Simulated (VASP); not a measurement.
# Zr9O16 (a cell with a defect): relaxation of the atoms with PBE

System: Zr9O16 (a cell with a defect).

```xyz
25
Lattice="-5.1158 5.1158 0.0000 -5.1158 0.0000 5.1158 0.0000 5.1158 5.1158" Properties=species:S:1:pos:R:3 pbc="T T T"
Zr  -10.3793    7.6824    7.6374
Zr   -7.6675    4.9679    7.6659
Zr   -7.6676    7.6767    4.9572
Zr  -10.2253    5.1188    5.1081
Zr   -5.1096    5.1187    5.1081
Zr   -7.6402    2.5441    5.2709
Zr   -7.6630    5.2933    2.5272
Zr   -4.9616    2.5659    2.5461
Zr   -7.6672    7.6806    7.6815
O    -8.8602    6.3638    6.3096
O    -6.4333    3.8602    6.3485
O    -6.4333    6.3772    3.8678
O    -8.8939    8.9841    9.0042
O    -3.7858    3.8603    3.8677
O    -6.4770    6.4077    9.0031
O    -6.4754    8.9680    6.3398
O    -3.7858    6.3771    6.3484
O    -6.3126    3.7970    3.7859
O    -3.8814    1.2900    3.8001
O    -3.8814    3.8318    1.3002
O    -6.2866    6.4200    6.4658
O    -1.2219    1.2899    1.3003
O    -3.9011    3.8008    6.4102
O    -3.8919    6.4361    3.7615
O    -1.2220    3.8318    3.8001
```

This cell differs from its parent crystal: with an interstitial atom.

```yaml
Program: VASP 6.6.1
Task: relaxation of the atoms
Functional: PBE
Potentials_or_basis: VASP PAW PBE potentials, release 64 (Zr_sv, O)
Cutoff: 520 eV
k_mesh: 2 × 2 × 2
Occupations: gaussian, width 0.01 eV
Spin: no spin polarisation
Dipole_correction: no
Charge: 2
Further_INCAR_settings: ALGO = Normal; EDIFF = 1e-07; IBRION = 2; EDIFFG = -0.025; NSW = 65; NELECT = 202.0
```

| Quantity | Value |
| --- | --- |
| Energy gained by relaxing | 5.1 meV/atom |
| Ionic steps | 24 |
| Largest force after relaxing | 0.022 eV/Å |

Forces on the atoms (eV/Å):
```
Zr   0.003  0.001  0.010
Zr  -0.004  0.002 -0.001
Zr  -0.016  0.004  0.008
Zr  -0.001  0.007  0.005
Zr   0.005  0.004  0.000
Zr   0.008 -0.003  0.006
Zr   0.007  0.003  0.003
Zr  -0.004 -0.003 -0.002
Zr   0.018 -0.009 -0.010
O   -0.002  0.002 -0.004
O    0.000  0.000  0.000
O   -0.006 -0.001  0.001
O    0.000 -0.006 -0.004
O   -0.020  0.008  0.000
O   -0.002  0.003  0.002
O    0.005 -0.008  0.002
O    0.001 -0.006 -0.005
O   -0.012 -0.009 -0.001
O    0.004  0.000 -0.006
O    0.011 -0.005 -0.012
O   -0.005  0.008  0.003
O    0.004  0.003  0.001
O   -0.002 -0.001 -0.002
O    0.006 -0.002  0.003
O    0.002  0.006  0.002
```

The path:
```csv
step,energy change (eV),largest force (eV/Å),pressure (GPa)
1,0.0000,1.0527,0.38
2,-0.0507,1.1159,1.08
3,-0.1009,0.4432,0.71
4,-0.1158,0.2367,0.68
5,-0.1160,0.1985,0.68
6,-0.1207,0.1010,0.58
7,-0.1207,0.0775,0.59
8,-0.1225,0.0544,0.59
9,-0.1228,0.0480,0.59
10,-0.1235,0.0298,0.57
11,-0.1236,0.0389,0.56
12,-0.1240,0.0270,0.55
13,-0.1240,0.0489,0.55
14,-0.1242,0.0338,0.54
15,-0.1245,0.0469,0.52
16,-0.1248,0.0304,0.50
17,-0.1251,0.0433,0.47
18,-0.1255,0.0358,0.45
19,-0.1258,0.0443,0.41
20,-0.1261,0.0366,0.38
21,-0.1262,0.0372,0.37
22,-0.1264,0.0409,0.35
23,-0.1264,0.0373,0.35
24,-0.1266,0.0222,0.34
```

Final structure:
```
CELL_PARAMETERS angstrom
-5.11583 5.11583 0.00000
-5.11583 0.00000 5.11583
0.00000 5.11583 5.11583
ATOMIC_POSITIONS crystal
Zr 0.01779 0.01472 0.48249
Zr 0.48336 0.01484 0.48345
Zr 0.01681 0.48069 0.48349
Zr 0.00050 0.99804 0.00000
Zr 0.50046 0.49801 0.50002
Zr 0.48405 0.01524 0.01681
Zr 0.01782 0.48107 0.01684
Zr 0.48332 0.48125 0.01758
Zr 0.75063 0.74802 0.75021
O 0.87183 0.86601 0.37768
O 0.38250 0.87190 0.37093
O 0.87442 0.37951 0.37330
O 0.86816 0.86909 0.88417
O 0.37093 0.37113 0.38243
O 0.37799 0.88136 0.87128
O 0.88435 0.37535 0.86786
O 0.37405 0.36915 0.87418
O 0.62348 0.61701 0.12326
O 0.13098 0.62443 0.12064
O 0.62696 0.12891 0.12313
O 0.62012 0.62102 0.63464
O 0.12116 0.12081 0.13033
O 0.12344 0.63274 0.62347
O 0.63519 0.12084 0.61972
O 0.12305 0.11797 0.62649
```

Levels at points of the mesh, in eV from the Fermi level:
```csv
k point,band 97,band 98,band 99,band 100,band 101,band 102,band 103,band 104,band 105,band 106
"(0.00, 0.00, 0.00)",-2.62,-2.49,-2.00,-2.00,-0.24,-0.18,1.42,2.05,2.06,2.13
"(0.50, 0.00, 0.00)",-2.88,-2.86,-2.64,-2.64,0.09,0.10,1.35,1.97,1.98,2.33
"(0.00, 0.50, 0.00)",-2.88,-2.86,-2.64,-2.64,0.09,0.10,1.35,1.97,1.98,2.33
"(0.00, 0.00, 0.50)",-2.88,-2.86,-2.65,-2.64,0.08,0.10,1.35,1.97,1.98,2.33
"(0.50, 0.50, 0.50)",-2.88,-2.86,-2.64,-2.64,0.09,0.10,1.35,1.97,1.98,2.33
"(0.50, 0.50, 0.00)",-2.64,-2.45,-2.43,-2.10,-0.19,-0.05,2.00,2.14,2.15,2.16
"(0.00, 0.50, 0.50)",-2.61,-2.47,-2.43,-2.10,-0.18,-0.06,1.99,2.15,2.15,2.17
"(0.50, 0.00, 0.50)",-2.62,-2.47,-2.45,-2.10,-0.18,-0.07,1.98,2.15,2.16,2.18
```

It took 17 min on 4 MPI ranks on AMD EPYC 9R14 (Zen 4), with other jobs on the host, peak memory 0.31 GiB a rank.

Caveat: the k points lie up to 0.53 Å⁻¹ apart; the cell carries a net charge on a neutralising background, which shifts energy and pressure; the cell differs from its parent crystal (with an interstitial atom); the cell is charged against a uniform background, so pressure and absolute levels hang on convention.
